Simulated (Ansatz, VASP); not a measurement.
**Two plane-wave programs on CsH**

```
CELL_PARAMETERS angstrom
0.13947 3.18800 3.18800
3.32748 0.00000 3.32748
3.18800 3.18800 0.13947
ATOMIC_POSITIONS crystal
Cs 0.00000 0.00000 0.00000
H 0.50000 0.50000 0.50000
```

Change from the starting cell: strain +0.0875 x Voigt [0, 0, 0, 0, 1, 0], atoms carried along.

Alike in both runs: task single point; functional LDA; k mesh 8 × 8 × 8; occupations gaussian, width 0.05 eV; no spin polarisation.

|  | VASP | Ansatz |
| --- | --- | --- |
| version | VASP 6.6.1 | Ansatz 0.2.0 |
| potentials or method | VASP PAW LDA potentials, release 64 (Cs_sv, H), cutoff 520 eV | scalar-relativistic, plane waves, PAW |
| valence electrons in the cell | 10 | 10 |

```tsv
	VASP	Ansatz	Ansatz less VASP
gap on the k mesh at the Fermi level (eV)	1.88	1.90	+0.018
least direct gap on the mesh (eV)	1.93	1.95	+0.020
pressure (GPa)	-1.3	-1.3	-0.02
traceless stress, the component that is largest in VASP (GPa)	-0.48	-0.48	0.000
```

LDA's correlation is that of Perdew and Zunger in VASP and of Perdew and Wang (1992) in Ansatz.

Neither program's run includes spin-orbit coupling.
